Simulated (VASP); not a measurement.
# SiRu3 (Fm-3m) in VASP: a series of runs

SiRu3 is run at these levels: PBEsol; tasks: single point, relaxation of cell and atoms.

All numbers are computed with VASP 6.6.1; they aren't measurements. Logs are shortened: lines on timing, memory, paths and dates and some standing lists are left out, and cuts for length are marked.

### 1 The cell of the first run

Symmetry: Fm-3m, No. 225, cubic system. The conventional cell has a = 5.953 Å, b = 5.953 Å, c = 5.953 Å, α = 90.00°, β = 90.00°, γ = 90.00°. Ru (site symmetry -43m) has 10 Ru at 2.58 to 2.98 Å and 4 Si at 2.58 Å within 3.4 Å. Ru (site symmetry m-3m) has 8 Ru at 2.58 Å and 6 Si at 2.98 Å within 3.4 Å. Within 3.4 Å of Si (site symmetry m-3m) lie 14 Ru at 2.58 to 2.98 Å.

### 2 Single point, PBEsol

The input, INCAR:

```
SYSTEM = SiRu3
PREC = Accurate
ENCUT = 520
EDIFF = 1E-6
ISMEAR = 0
SIGMA = 0.1
LREAL = .False.
LASPH = .True.
NELM = 100
ALGO = Fast
ISIF = 2
LWAVE = .False.
LCHARG = .False.
GGA = PS
NBANDS = 31
```

The input, KPOINTS:

```
Automatic mesh
0
Gamma
  6 6 6
  0 0 0
```

The input, POSCAR:

```
SiRu3
1.0
    0.0000000000      2.9763958415      2.9763958415
    2.9763958415      0.0000000000      2.9763958415
    2.9763958415      2.9763958415      0.0000000000
Ru Si
3 1
Direct
    0.7500000000      0.7500000000      0.7500000000
    0.2500000000      0.2500000000      0.2500000000
    0.5000000000      0.5000000000      0.5000000000
    0.0000000000      0.0000000000      0.0000000000
```

Potentials or basis: VASP PAW PBE potentials, release 64 (Ru_pv, Si).

The run is started by

```sh
$ cat potpaw_PBE.64/Ru_pv/POTCAR potpaw_PBE.64/Si/POTCAR > POTCAR
$ mpirun -np 1 vasp_std > vasp.out
```

OUTCAR:

```text
SYSTEM = SiRu3
   PREC = Accurate
   ENCUT = 520
   EDIFF = 1E-6
   ISMEAR = 0
   LREAL = .False.
   LASPH = .True.
   NELM = 100
   ISIF = 2
   GGA = PS

 ion  position               nearest neighbor table
   1  0.750  0.750  0.750-   3 2.58   3 2.58   3 2.58   4 2.58   4 2.58   4 2.58   4 2.58   3 2.58
                             2 2.98   2 2.98   2 2.98   2 2.98   2 2.98   2 2.98
   2  0.250  0.250  0.250-   4 2.58   4 2.58   4 2.58   3 2.58   3 2.58   3 2.58   4 2.58   3 2.58
                             1 2.98   1 2.98   1 2.98   1 2.98   1 2.98   1 2.98
   3  0.500  0.500  0.500-   2 2.58   2 2.58   2 2.58   1 2.58   1 2.58   1 2.58   2 2.58   1 2.58
                             4 2.98   4 2.98   4 2.98   4 2.98   4 2.98   4 2.98
   4  0.000  0.000  0.000-   1 2.58   1 2.58   1 2.58   2 2.58   2 2.58   2 2.58   2 2.58   1 2.58
                             3 2.98   3 2.98   3 2.98   3 2.98   3 2.98   3 2.98

  LATTYP: Found a face centered cubic cell.
 ALAT       =     5.9527916830

  Lattice vectors:

 A1 = (   0.0000000000,   2.9763958415,   2.9763958415)
 A2 = (   2.9763958415,   0.0000000000,   2.9763958415)
 A3 = (   2.9763958415,   2.9763958415,   0.0000000000)

Analysis of symmetry for initial positions (statically):
=====================================================================
 Subroutine PRICEL returns:
 Original cell was already a primitive cell.

 Routine SETGRP: Setting up the symmetry group for a
 face centered cubic supercell.

 Subroutine GETGRP returns: Found 48 space group operations
 (whereof 48 operations were pure point group operations)
 out of a pool of 48 trial point group operations.

The static configuration has the point symmetry O_h .

Analysis of symmetry for dynamics (positions and initial velocities):
=====================================================================
 Subroutine PRICEL returns:
 Original cell was already a primitive cell.

 Routine SETGRP: Setting up the symmetry group for a
 face centered cubic supercell.

 Subroutine GETGRP returns: Found 48 space group operations
 (whereof 48 operations were pure point group operations)
 out of a pool of 48 trial point group operations.

The dynamic configuration has the point symmetry O_h .

 Subroutine INISYM returns: Found 48 space group operations
 (whereof 48 operations are pure point group operations),
 and found     1 'primitive' translations

----------------------------------------------------------------------------------------

[... 87 lines left out ...]
   EDIFF  = 0.1E-05   stopping-criterion for ELM
   LREAL  =      F    real-space projection
   EDIFFG = 0.1E-04   stopping-criterion for IOM
   NSW    =      0    number of steps for IOM
   IBRION =     -1    ionic relax: 0-MD 1-quasi-New 2-CG
   NFREE  =      0    steps in history (QN), initial steepest desc. (CG)
   ISIF   =      2    stress and relaxation
   ISYM   =      2    0-nonsym 1-usesym 2-fastsym
   POTIM  = 0.5000    time-step for ionic-motion
   TEBEG  =    0.0;   TEEND  =   0.0 temperature during run
   PSTRESS=    0.0 pullay stress
   NELECT =      46.0000    total number of electrons
   NUPDOWN=      -1.0000    fix difference up-down
   EMIN   =  10.00;   EMAX   =-10.00  energy-range for DOS
   EFERMI =   0.00;   METHOD = LEGACY
   ISMEAR =     0;   SIGMA  =   0.10  broadening in eV -4-tet -1-fermi 0-gaus
   EFERMI_NEDOS =   21; number of points for ismear=-14 and -15
   IALGO  =     68    algorithm
   IMIX   =      4    mixing-type and parameters
     AMIX     =   0.40;   BMIX     =  1.00
     AMIX_MAG =   1.60;   BMIX_MAG =  1.00
  volume/ion in A,a.u.               =      13.18        88.97
  Fermi-wavevector in a.u.,A,eV,Ry     =   1.564204  2.955917 33.289844  2.446734
  Thomas-Fermi vector in A             =   2.666862
   LORBIT       =      0    0 simple, 1 ext, 2 COOP (PROOUT), +10 PAW based schemes
   GGA     = PS    functional components
   LHFCALC =     F    Hartree Fock is set to
   AEXX    =    0.0000 exact exchange contribution
   IVDW    =     0    specifies the selected vdW correction
   LEPSILON=     F    determine dielectric tensor
   LRPA    =     F    only Hartree local field effects (RPA)
 non-spin polarized calculation
 RMM-DIIS sequential band-by-band and
 Gauss-broadening in eV      SIGMA  =   0.10
  energy-cutoff  :      520.00
  volume of cell :       52.74
 maximum number of plane-waves:      1435
   NGX = 15   NGY = 15   NGZ = 15

 number of electron      45.9999998 magnetization

 Free energy of the ion-electron system (eV)
  ---------------------------------------------------
  ext. energy  EPLUGINS =         0.00000000
  ---------------------------------------------------
  free energy    TOTEN  =       -36.13920018 eV

  energy without entropy =      -36.10100511  energy(sigma->0) =      -36.12010264

 E-fermi :  12.9608     XC(G=0): -13.7350

 val. band max:       12.9435412164   @ k =   0.3333   0.0000   0.0000
 cond. band min:      12.9913624559   @ k =   0.5000   0.1667   0.0000
 fundamental gap:      0.0478212396
 Fermi energy:        12.9607664417

 k-point     1 :       0.0000    0.0000    0.0000
  band No.  band energies     occupation
      1     -30.3091      2.00000
      2     -30.3091      2.00000
      3     -30.3091      2.00000
      4     -30.2992      2.00000
      5     -30.2992      2.00000
      6     -30.2992      2.00000
[... 533 lines left out ...]
     30      20.5976      0.00000
     31      21.9083      0.00000

------------------------ aborting loop because EDIFF is reached ----------------------------------------

  FORCE on cell =-STRESS in cart. coord.  units (eV):
  Direction    XX          YY          ZZ          XY          YZ          ZX
  --------------------------------------------------------------------------------------
  -------------------------------------------------------------------------------------
  Total        0.0458199      0.0458199      0.0458199      0.0000000     -0.0000000      0.0000000
  in kB        1.3920751      1.3920751      1.3920751      0.0000000     -0.0000000      0.0000000
  external PRESSURE =       1.3920751 kB  Pullay stress =       0.0000000 kB

 VOLUME and BASIS-vectors are now :
 -----------------------------------------------------------------------------
  energy-cutoff  :      520.00
  volume of cell :       52.74
      direct lattice vectors                 reciprocal lattice vectors
     0.000000000  2.976395842  2.976395842    -0.167988408  0.167988408  0.167988408
     2.976395842  0.000000000  2.976395842     0.167988408 -0.167988408  0.167988408
     2.976395842  2.976395842  0.000000000     0.167988408  0.167988408 -0.167988408

 POSITION                                       TOTAL-FORCE (eV/Angst)
 -----------------------------------------------------------------------------------
      4.46459      4.46459      4.46459        -0.000000     -0.000000     -0.000000
      1.48820      1.48820      1.48820         0.000000      0.000000      0.000000
      2.97640      2.97640      2.97640        -0.000000     -0.000000     -0.000000
      0.00000      0.00000      0.00000        -0.000000     -0.000000     -0.000000
 -----------------------------------------------------------------------------------
    total drift:                               -0.000000     -0.000000      0.000000

  FREE ENERGIE OF THE ION-ELECTRON SYSTEM (eV)
  ---------------------------------------------------
  free  energy   TOTEN  =       -36.1392001771 eV

  energy  without entropy=      -36.1010051082  energy(sigma->0) =      -36.12010264
```

OSZICAR:

```text
N       E                     dE             d eps       ncg     rms          rms(c)
DAV:   1     0.506818653518E+03    0.50682E+03   -0.27032E+04  1000   0.157E+03
DAV:   2    -0.238081262736E+02   -0.53063E+03   -0.51274E+03  1055   0.490E+02
DAV:   3    -0.381907265735E+02   -0.14383E+02   -0.13964E+02  1146   0.850E+01
DAV:   4    -0.383642803241E+02   -0.17355E+00   -0.17342E+00  1167   0.870E+00
DAV:   5    -0.383683046514E+02   -0.40243E-02   -0.40241E-02  1177   0.123E+00    0.266E+01
RMM:   6    -0.366963539474E+02    0.16720E+01   -0.79946E+00   993   0.177E+01    0.108E+01
RMM:   7    -0.373180205580E+02   -0.62167E+00   -0.39195E+00   995   0.112E+01    0.103E+01
RMM:   8    -0.361865069184E+02    0.11315E+01   -0.95472E-01   998   0.611E+00    0.337E+00
RMM:   9    -0.361462728777E+02    0.40234E-01   -0.21963E-01  1008   0.202E+00    0.106E+00
RMM:  10    -0.361396106388E+02    0.66622E-02   -0.24497E-02  1033   0.979E-01    0.355E-01
RMM:  11    -0.361392042977E+02    0.40634E-03   -0.25783E-03  1084   0.299E-01    0.123E-01
RMM:  12    -0.361391937109E+02    0.10587E-04   -0.60503E-04  1111   0.141E-01    0.664E-02
RMM:  13    -0.361391976644E+02   -0.39535E-05   -0.13178E-04  1174   0.669E-02    0.206E-02
RMM:  14    -0.361391994915E+02   -0.18271E-05   -0.34513E-05  1240   0.314E-02    0.102E-02
RMM:  15    -0.361392001771E+02   -0.68554E-06   -0.56511E-06   897   0.123E-02
   1 F= -.36139200E+02 E0= -.36120103E+02  d E =-.381951E-01
```

stdout:

```text
POSCAR found type information on POSCAR RuSi
 POSCAR found :  2 types and       4 ions
 scaLAPACK will be used
 -----------------------------------------------------------------------------
|                                                                             |
|                                                                             |
|     You enforced a specific xc type in the INCAR file but a different       |
|     I HOPE YOU KNOW WHAT YOU ARE DOING!                                     |
|                                                                             |
 -----------------------------------------------------------------------------

 LDA part: xc-table for (Slater+PW92), standard interpolation
 POSCAR, INCAR and KPOINTS ok, starting setup
 FFT: planning ... GRIDC
 FFT: planning ... GRID_SOFT
 FFT: planning ... GRID
 WAVECAR not read
 entering main loop
```

It took 35 s on 1 thread of Intel Xeon 8259CL, shared host; peak memory 0.18 GiB.

Results:

- Free energy: -36.1392 eV
- Pressure: 0.1 GPa
- Band gap on the k mesh: zero (bands 23 and 24 overlap by 0.58 eV)

Caveat: the PAW data sets were made with another functional, which shifts forces and pressure a little.

### 3 Relaxation of cell and atoms, PBEsol

This run uses another cell than the first one, of 12.40 Å³/atom.

The input, INCAR:

```
SYSTEM = SiRu3
  PREC = Accurate
  ENCUT = 600
  EDIFF = 1E-7
  ISMEAR = 0
  SIGMA = 0.1
  LREAL = .FALSE.
  LASPH = .TRUE.
  NELM = 60
  ALGO = Normal
  ISIF = 3
  LWAVE = .FALSE.
  LCHARG = .FALSE.
  GGA = PS
  IBRION = 2
  NSW = 80
  EDIFFG = -0.05
```

The input, KPOINTS:

```
Automatic mesh
0
G
  6 6 6
  0 0 0
```

The input, POSCAR:

```
SiRu3
1.0
    0.0000000000      2.9160796699      2.9160796699
    2.9160796699      0.0000000000      2.9160796699
    2.9160796699      2.9160796699      0.0000000000
Ru Si
3 1
Direct
    0.7500000000      0.7500000000      0.7500000000
    0.2500000000      0.2500000000      0.2500000000
    0.5000000000      0.5000000000      0.5000000000
    0.0000000000      0.0000000000      0.0000000000
```

Potentials or basis: VASP PAW PBE potentials, release 64 (Ru_pv, Si).

The run is started by

```sh
$ cat potpaw_PBE.64/Ru_pv/POTCAR potpaw_PBE.64/Si/POTCAR > POTCAR
$ mpirun -np 1 vasp_std > vasp.out
```

It took 3 min on 1 thread of Intel Xeon 8259CL, shared host; peak memory 0.23 GiB.

Results (log left out):

| Item | Value |
| --- | --- |
| Free energy | -36.1368 eV |
| Relaxed volume | 13.19 Å³/atom |
| Relaxed cell | a = 4.210 Å, b = 4.210 Å, c = 4.210 Å, α = 60.00°, β = 60.00°, γ = 60.00° |
| Space group after relaxing (to 0.1 Å) | Fm-3m (No. 225) |
| Energy gained by relaxing | 48.1 meV/atom |
| Ionic steps | 4 |
| Pressure after relaxing | -0.1 GPa |
| Band gap on the k mesh | zero (bands 23 and 24 overlap by 0.57 eV) |

Step by step:
```csv
step,energy change (eV),largest force (eV/Å),pressure (GPa),volume (Å³)
1,0.0000,0.0000,20.72,49.59
2,0.8889,0.0000,-31.90,62.02
3,-0.1915,0.0000,-1.13,52.95
4,-0.1923,0.0000,-0.10,52.76
```

Final structure:
```cif
data_structure
_symmetry_space_group_name_H-M 'P 1'
_symmetry_Int_Tables_number 1
_cell_length_a 4.2100
_cell_length_b 4.2100
_cell_length_c 4.2100
_cell_angle_alpha 60.000
_cell_angle_beta 60.000
_cell_angle_gamma 60.000
_cell_volume 52.76
loop_
_atom_site_label
_atom_site_type_symbol
_atom_site_fract_x
_atom_site_fract_y
_atom_site_fract_z
_atom_site_occupancy
Ru1 Ru 0.75000 0.75000 0.75000 1
Ru2 Ru 0.25000 0.25000 0.25000 1
Ru3 Ru 0.50000 0.50000 0.50000 1
Si1 Si 0.00000 0.00000 0.00000 1
```

Levels at points of the mesh, in eV from the Fermi level:
```tsv
k point	band 19	band 20	band 21	band 22	band 23	band 24	band 25	band 26	band 27
(0.00, 0.00, 0.00)	-0.53	-0.53	-0.53	0.20	0.20	0.35	0.35	1.90	4.14
(0.50, 0.00, 0.00)	-2.57	-2.57	-2.11	-0.12	-0.12	0.06	0.06	0.53	3.73
(0.50, 0.50, 0.00)	-2.32	-1.18	-1.18	-0.92	-0.42	-0.33	0.25	0.57	0.57
```

Caveat: the PAW data sets were made with another functional, which shifts forces and pressure a little.

The gap in the log of VASP goes by the Fermi energy; the results here count the filled bands.